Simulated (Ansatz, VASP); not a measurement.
Two plane-wave programs on CsSrF3

```
Cs Sr F
1.0
     4.69180    0.00000    0.00000
     0.00000    4.69180    0.00000
     0.00000    0.00000    4.62035
Cs Sr F
1 1 3
Direct
  0.00000 0.00000 0.00000
  0.50000 0.50000 0.50000
  0.00000 0.50000 0.50000
  0.50000 0.00000 0.50000
  0.50000 0.50000 0.00000
```

Change from the starting cell: strain -0.015 along x and y, -0.030 along z, atoms carried along.

Alike in both runs: task single point; functional LDA; k mesh 6 × 6 × 6; occupations gaussian, width 0.05 eV; no spin polarisation.

```csv
,VASP,Ansatz
version,VASP 6.6.1,Ansatz 0.2.0
potentials or method,"VASP PAW LDA potentials, release 64 (Cs_sv, Sr_sv, F), cutoff 520 eV","scalar-relativistic, plane waves, PAW"
valence electrons in the cell,40,40
```

Ansatz gave:

- gap on the k mesh at the Fermi level (eV): 6.24
- least direct gap on the mesh (eV): 6.24
- pressure (GPa): -0.6
- traceless stress, the component that is largest in VASP (GPa): 0.98

Question: Which values does VASP return?

Answer: gap on the k mesh at the Fermi level (eV): 6.21; least direct gap on the mesh (eV): 6.21; pressure (GPa): -0.3; traceless stress, the component that is largest in VASP (GPa): 1.03.

LDA's correlation is that of Perdew and Zunger in VASP and of Perdew and Wang (1992) in Ansatz.

Spin-orbit coupling is off throughout.
